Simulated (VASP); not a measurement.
Set up this calculation in VASP 6.6.1, as the native input.

```
Task                   : single point
Functional             : revPBE
Potentials or basis    : VASP PAW PBE potentials, release 64 (As)
Cutoff                 : 520 eV
k mesh                 : 10 × 10 × 10
Occupations            : fermi-dirac, width 0.1 eV
Spin                   : no spin polarisation
Dipole correction      : no
Further INCAR settings : ALGO = Normal; EDIFF = 1e-06; NBANDS = 12
```

The structure of As lies in POSCAR:

```
As
1.0
    0.0000000000      3.0824692953      3.0824692953
    3.0824692953      0.0000000000      3.0824692953
    3.0824692953      3.0824692953      0.0000000000
As
2
Direct
    0.1250000000      0.1250000000      0.1250000000
    0.8750000000      0.8750000000      0.8750000000
```

The input as run:

INCAR

```
PREC     = Accurate       # precision mode
ENCUT    = 520            # plane-wave cutoff, eV
EDIFF    = 1E-6           # SCF threshold, eV
ISMEAR   = -1             # smearing method
SIGMA    = 0.1            # smearing width, eV
LREAL    = F              # projectors in reciprocal space
LASPH    = T              # aspherical terms in the spheres
NELM     = 100            # most SCF steps
ALGO     = Normal         # electronic algorithm
ISIF     = 2              # what is computed and relaxed
LWAVE    = F              # write WAVECAR
LCHARG   = T              # write CHGCAR
GGA      = RE             # functional
LELF     = T              # ELF
LVHAR    = T            
NBANDS   = 12             # bands
```

KPOINTS

```
Automatic mesh
0
Gamma
  10 10 10
```

Potentials or basis: VASP PAW PBE potentials, release 64 (As).

The run is started by

```console
$ cat potpaw_PBE.64/As/POTCAR > POTCAR
$ mpirun -np 1 vasp_std > vasp.out
```

Results of the run:

The pressure is -0.1 GPa. The band gap on the k mesh is zero (band 5 reaches 3.56 eV, above the bottom of band 6 at 2.25 eV).

Caveat: the PAW data sets were made with another functional, which shifts forces and pressure a little.

It took 27 s on 1 thread of Intel(R) Xeon(R) Platinum 8259CL CPU @ 2.50GHz (Skylake/Cascade Lake) (shared host), peak memory 0.18 GiB.
